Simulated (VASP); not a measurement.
The system is KCl.

```
CELL_PARAMETERS angstrom
3.77081 0.00000 0.00000
0.00000 3.77081 0.00000
0.00000 0.00000 3.77081
ATOMIC_POSITIONS crystal
K 0.00000 0.00000 0.00000
Cl 0.50000 0.50000 0.50000
```

Base run:

* Program: VASP 6.6.1
* Functional: r2SCAN
* Potentials or basis: VASP PAW PBE potentials, release 64 (K_sv, Cl)
* Cutoff: 520 eV
* k mesh: 6 × 6 × 6
* Occupations: gaussian, width 0.01 eV
* Spin: no spin polarisation

Its results: band gap on the k mesh 5.81 eV, indirect (least direct gap 6.02 eV); pressure 0.0 GPa.

The run is repeated on the same cell with these changes: k mesh from 6 × 6 × 6 to 2 × 2 × 2. What comes out?

Band gap on the k mesh 5.71 eV, indirect (least direct gap 5.93 eV); pressure 1.4 GPa.

Caveats: some runs use coarse meshes; the PAW data sets were made with another functional, which shifts forces and pressure a little.

A k mesh can miss the band edges.
